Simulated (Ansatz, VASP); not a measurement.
Two plane-wave programs on Na2MgPdC6N6

```
CELL_PARAMETERS angstrom
0.00000 5.18000 5.18000
5.18000 0.00000 5.18000
5.18000 5.18000 0.00000
ATOMIC_POSITIONS crystal
Na 0.25000 0.25000 0.25000
Na 0.75000 0.75000 0.75000
Mg 0.00000 0.00000 0.00000
Pd 0.50000 0.50000 0.50000
C 0.80888 0.19112 0.19112
C 0.19112 0.80888 0.19112
C 0.19112 0.19112 0.80888
C 0.19112 0.80888 0.80888
C 0.80888 0.19112 0.80888
C 0.80888 0.80888 0.19112
N 0.69595 0.30405 0.30405
N 0.30405 0.69595 0.30405
N 0.30405 0.30405 0.69595
N 0.30405 0.69595 0.69595
N 0.69595 0.30405 0.69595
N 0.69595 0.69595 0.30405
```

Alike in both runs: task single point; functional PBE; k mesh 4 × 4 × 4; occupations gaussian, width 0.1 eV; no spin polarisation.

|  | VASP | Ansatz |
| --- | --- | --- |
| version | VASP 6.6.1 | Ansatz 0.2.0 |
| potentials or method | VASP PAW PBE potentials, release 64 (Na_pv, Mg, Pd, C, N), cutoff 520 eV | scalar-relativistic, plane waves, PAW |
| valence electrons in the cell | 80 | 100 |

VASP gave:

* gap on the k mesh at the Fermi level (eV): none
* pressure (GPa): 12.7
* rms of the force components (eV/Å): 0.744

Problem. What did Ansatz give for the same quantities?

Solution. gap on the k mesh at the Fermi level (eV): none; pressure (GPa): 12.3; rms of the force components (eV/Å): 0.933.

Atom by atom the forces differ by 0.197 eV/Å (rms over components). A gap of «none» marks a metal or a gap that the smearing closes. VASP's potentials hold 80 valence electrons a cell and Ansatz's 100, so a difference there can come from the potentials and not from the codes.

Noted on VASP's run: the standard files for N, O and F lose accuracy on very short bonds.
